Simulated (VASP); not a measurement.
The system is CaGa2.

```
Ca Ga
1.0
     4.44326    0.00000    0.00000
    -2.22163    3.84798    0.00000
     0.00000    0.00000    7.38766
Ca Ga
2 4
Cartesian
  0.0000 0.0000 1.8469
  0.0000 0.0000 5.5407
  0.0000 2.5653 0.3142
  2.2216 1.2827 4.0080
  2.2216 1.2827 7.0735
  0.0000 2.5653 3.3797
```

```yaml
Program: VASP 6.6.1
Task: relaxation of cell and atoms
Functional: LDA
Potentials_or_basis: VASP PAW LDA potentials, release 64 (Ca_sv, Ga_d)
Cutoff: 600 eV
k_mesh: 5 × 5 × 3
Occupations: gaussian, width 0.1 eV
Spin: no spin polarisation
```

At the start: pressure -3.7 GPa; volume 21.05 Å³/atom.

Q: How do energy, volume and symmetry change on relaxing?

A: Over 8 steps the energy falls by 20.4 meV/atom and the volume is 19.56 Å³/atom (-7.1 %); space group P6_3/mmc (No. 194, to 0.05 Å).

The path:
```tsv
step	energy change (eV)	largest force (eV/Å)	pressure (GPa)	volume (Å³)
1	0.0000	0.0291	-3.74	126.31
2	-0.1096	0.0204	0.12	117.53
3	-0.1096	0.0207	0.06	117.62
4	-0.1180	0.0440	0.05	117.33
5	-0.1210	0.0658	0.06	116.99
6	-0.1210	0.0653	0.06	117.01
7	-0.1219	0.0444	-0.02	117.14
8	-0.1225	0.0090	-0.13	117.36
```

Final structure:
```
Ca Ga
1.0
     4.37884    0.00000    0.00000
    -2.18942    3.79219    0.00000
     0.00000    0.00000    7.06739
Ca Ga
2 4
Direct
  0.00000 0.00000 0.25000
  0.00000 0.00000 0.75000
  0.33333 0.66667 0.04449
  0.66667 0.33333 0.54449
  0.66667 0.33333 0.95551
  0.33333 0.66667 0.45551
```
